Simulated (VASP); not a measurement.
Set up this calculation in VASP 6.6.1, as the native input.

```
Task                   : single point
Functional             : PBE
Potentials or basis    : VASP PAW PBE potentials, release 64 (Be, Se)
Cutoff                 : 520 eV
k mesh                 : 8 × 8 × 2
Occupations            : gaussian, width 0.1 eV
Spin                   : no spin polarisation
Dipole correction      : no
Further INCAR settings : ALGO = Normal; EDIFF = 1e-06; NBANDS = 30
```

The structure of BeSe3 lies in POSCAR:

```
BeSe3
1.0
    3.6186433281      0.0000000000      0.0000000000
    0.0000000000      3.6186433281      0.0000000000
    0.0000000000      0.0000000000     17.5068703149
Be Se
2 6
Direct
    0.5000000000      0.5000000000      0.0000000000
    0.0000000000      0.0000000000      0.0000000000
    0.5000000000      0.0000000000      0.9225203637
    0.0000000000      0.5000000000      0.0774796363
    0.0000000000      0.5000000000      0.3438451219
    0.5000000000      0.0000000000      0.3849615671
    0.5000000000      0.0000000000      0.6561548781
    0.0000000000      0.5000000000      0.6150384329
```

One way to write it, as run:

INCAR

```
SYSTEM = BeSe3
PREC = Accurate ; ENCUT = 520
EDIFF = 1E-6 ; ISMEAR = 0
SIGMA = 0.1 ; LREAL = .FALSE.
LASPH = .TRUE. ; NELM = 60
ALGO = Normal ; ISIF = 2
LWAVE = .FALSE. ; LCHARG = .FALSE.
GGA = PE ; NBANDS = 30
```

KPOINTS

```
Automatic mesh
0
G
  8 8 2
  0 0 0
```

Potentials or basis: VASP PAW PBE potentials, release 64 (Be, Se).

Command:

```bash
$ cat potpaw_PBE.64/Be/POTCAR potpaw_PBE.64/Se/POTCAR > POTCAR
$ mpirun -np 1 vasp_std > vasp.out
```

Results of the run:

| Quantity | Value |
| --- | --- |
| Pressure | 0.1 GPa |
| Largest force | 0.034 eV/Å |
| Band gap on the k mesh | zero (bands 20 and 21 overlap by 0.02 eV) |

Caveat: semilocal functionals underestimate gaps, and a narrow one can read as zero; this functional lacks dispersion, which binds layers or chains, so the pressure and a relaxed spacing across them are unreliable.

Wall time 2 min on 1 thread of Intel(R) Xeon(R) 6975P-C (Granite Rapids), on a shared host, peak memory 0.4 GiB.
